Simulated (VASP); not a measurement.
Se: single point with PBE

Se:

```
Se
1.0
    -1.64131    1.64131    1.64131
     1.64131   -1.64131    1.64131
     1.64131    1.64131   -1.64131
Se
1
Direct
  0.00000 0.00000 0.00000
```

This cell differs from its parent crystal: strained.

- Program: VASP 6.6.1
- Task: single point
- Functional: PBE
- Potentials or basis: VASP PAW PBE potentials, release 64 (Se)
- Cutoff: 520 eV
- k mesh: 18 × 18 × 18
- Occupations: gaussian, width 0.1 eV
- Spin: no spin polarisation
- Dipole correction: no
- Further INCAR settings: ALGO = Normal; EDIFF = 1e-07; NBANDS = 9

The pressure is 14.1 GPa and the band gap on the k mesh is zero (bands 3 and 4 overlap by 7.54 eV).

Levels at points of the mesh, in eV from the Fermi level:
| k point | band 1 | band 2 | band 3 | band 4 | band 5 | band 6 |
| --- | --- | --- | --- | --- | --- | --- |
| (0.00, 0.00, 0.00) | -17.50 | 3.72 | 3.72 | 3.72 | 12.70 | 12.70 |
| (0.50, 0.00, 0.00) | -13.16 | -7.87 | 0.09 | 2.54 | 7.03 | 8.14 |
| (0.50, 0.50, 0.50) | -10.01 | -3.82 | -3.82 | -3.82 | 3.39 | 3.39 |

Wall time 40 s on 1 thread of Intel Xeon 8259CL, with other jobs on the host, peak memory 0.16 GiB.

Caveat: the cell differs from its parent crystal (strained); the cell stands under pressure.
